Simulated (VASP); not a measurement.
Here is a VASP 6.6.1 calculation.

Contents of INCAR:

```
SYSTEM = BN
PREC = Accurate
ENCUT = 520
EDIFF = 1E-6
ISMEAR = 0
SIGMA = 0.01
LREAL = .FALSE.
LASPH = .TRUE.
NELM = 60
ALGO = Normal
ISIF = 2
LWAVE = .FALSE.
LCHARG = .FALSE.
NBANDS = 11
```

File KPOINTS:

```
Automatic mesh
0
G
  8 8 8
  0 0 0
```

File POSCAR:

```
BN
1.0
    0.0000000000      1.7768584873      1.7768584873
    1.7768584873      0.0000000000      1.7768584873
    1.7768584873      1.7768584873      0.0000000000
B N
1 1
Direct
    0.0000000000      0.0000000000      0.0000000000
    0.2500000000      0.2500000000      0.2500000000
```

Potentials or basis: VASP PAW LDA potentials, release 64 (B, N).

Command:

```sh
$ cat potpaw_LDA.64/B/POTCAR potpaw_LDA.64/N/POTCAR > POTCAR
$ mpirun -np 1 vasp_std > vasp.out
```

Problem. Estimate the pressure.

Solution. 10.6 GPa.

Problem. What does it give for the band gap on the k mesh?

Solution. 4.40 eV, indirect (least direct gap 8.93 eV).

A k mesh can miss the band edges. Expect the measured gap to be larger: semilocal functionals such as LDA lack the derivative discontinuity.
